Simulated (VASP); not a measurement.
A run of VASP 6.6.1 is set up as follows.

Contents of INCAR:

```
SYSTEM = Tl3Cu
ALGO = Normal
EDIFF = 1E-6
ENCUT = 520
GGA = PE
ISIF = 2
ISMEAR = -1
LASPH = .TRUE.
LCHARG = .TRUE.
LELF = .TRUE.
LREAL = .FALSE.
LVHAR = .TRUE.
LWAVE = .FALSE.
NBANDS = 33
NELM = 100
PREC = Accurate
SIGMA = 0.05
```

Contents of KPOINTS:

```
k-points
0
G
  5 5 5
  0 0 0
```

Contents of POSCAR:

```
Tl3Cu
1.0
    4.5283180800      0.0000000000      0.0000000000
    0.0000000000      4.5283180800      0.0000000000
    0.0000000000      0.0000000000      4.7169980000
Tl Cu
3 1
Direct
    0.5000000000      0.5000000000      0.0000000000
    0.5000000000      0.0000000000      0.5000000000
    0.0000000000      0.5000000000      0.5000000000
    0.0000000000      0.0000000000      0.0000000000
```

Potentials or basis: VASP PAW PBE potentials, release 64 (Tl_d, Cu).

Command:

```sh
$ cat potpaw_PBE.64/Tl_d/POTCAR potpaw_PBE.64/Cu/POTCAR > POTCAR
$ mpirun -np 1 vasp_std > vasp.out
```

Q: Predict the pressure.

A: 3.1 GPa.

Q: Predict the band gap on the k mesh.

A: Zero (bands 25 and 26 overlap by 2.84 eV).

Stress tensor (GPa, compression positive):
```
3.41 0.00 0.00
0.00 3.41 0.00
0.00 0.00 2.56
```

Caveat: the cell stands under pressure; spin-orbit coupling is left out, which moves the levels of the heavy elements.
